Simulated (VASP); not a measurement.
Input of a VASP 6.6.1 run:

The input POSCAR:

```
InAs
1.0
    0.0000000000      2.9324068541      2.9324068541
    2.9324068541      0.0000000000      2.9324068541
    2.9324068541      2.9324068541      0.0000000000
In As
1 1
Direct
    0.0000000000      0.0000000000      0.0000000000
    0.2500000000      0.2500000000      0.2500000000
```

The input INCAR.step1:

```
PREC = Accurate
ENCUT = 520
EDIFF = 1E-5
ISMEAR = 0
SIGMA = 0.01
LREAL = F
LASPH = T
NELM = 60
ALGO = Normal
ISIF = 2
LWAVE = T
LCHARG = F
GGA = PE
NBANDS = 16
```

File INCAR.step2:

```
PREC = Accurate
ENCUT = 520
EDIFF = 1E-6
ISMEAR = 0
SIGMA = 0.01
LREAL = F
LASPH = T
NELM = 60
ALGO = Normal
ISIF = 2
LWAVE = F
LCHARG = F
GGA = PE
LHFCALC = T
HFSCREEN = 0.2079
PRECFOCK = Normal
ISTART = 1
NBANDS = 16
```

File KPOINTS:

```
Automatic mesh
0
Gamma
  6 6 6
```

Potentials or basis: VASP PAW PBE potentials, release 64 (In_d, As).

Launch:

```bash
$ cat potpaw_PBE.64/In_d/POTCAR potpaw_PBE.64/As/POTCAR > POTCAR
$ cp INCAR.step1 INCAR
$ mpirun -np 1 vasp_std > vasp.out
$ cp INCAR.step2 INCAR
$ mpirun -np 1 vasp_std > vasp.out
```

Question: What does it give for the band gap on the k mesh?

Answer: 1.08 eV.

Question: What does it give for the pressure?

Answer: 9.1 GPa.

Caveat: the cell differs from its parent crystal (strain -4.0%); the cell stands under pressure; the PAW data sets were made with another functional, which shifts forces and pressure a little; spin-orbit coupling is left out, which moves the levels of the heavy elements.
